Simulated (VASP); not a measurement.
A run of VASP 6.6.1:

The input INCAR:

```
SYSTEM = Co
  PREC = Accurate
  ENCUT = 520
  EDIFF = 1E-6
  ISMEAR = 0
  SIGMA = 0.1
  LREAL = .False.
  LASPH = .True.
  NELM = 150
  ALGO = Normal
  ISIF = 2
  LWAVE = .False.
  LCHARG = .False.
  ISPIN = 2
  MAGMOM = 1.84 1.84
  LORBIT = 11
  LMAXMIX = 4
  GGA = PE
  NBANDS = 20
```

Contents of KPOINTS:

```
Automatic mesh
0
Gamma
  18 18 10
  0 0 0
```

File POSCAR:

```
Co
1.0
    2.4745131160      0.0000000000      0.0000000000
   -1.2372565580      2.1429912205      0.0000000000
    0.0000000000      0.0000000000      4.0033141831
Co
2
Direct
    0.6666666667      0.3333333333      0.2500000000
    0.3333333333      0.6666666667      0.7500000000
```

Potentials or basis: VASP PAW PBE potentials, release 64 (Co).

Command:

```console
$ cat potpaw_PBE.64/Co/POTCAR > POTCAR
$ mpirun -np 1 vasp_std > vasp.out
```

Hardware: 1 thread of Intel(R) Xeon(R) 6975P-C (Granite Rapids), on a shared host.

Problem. How long does it take, and how much memory?

Solution. Wall time 2.4 min on 1 thread of Intel(R) Xeon(R) 6975P-C (Granite Rapids), on a shared host, peak memory 0.23 GiB. Counts: scf iterations 13, k points 222.
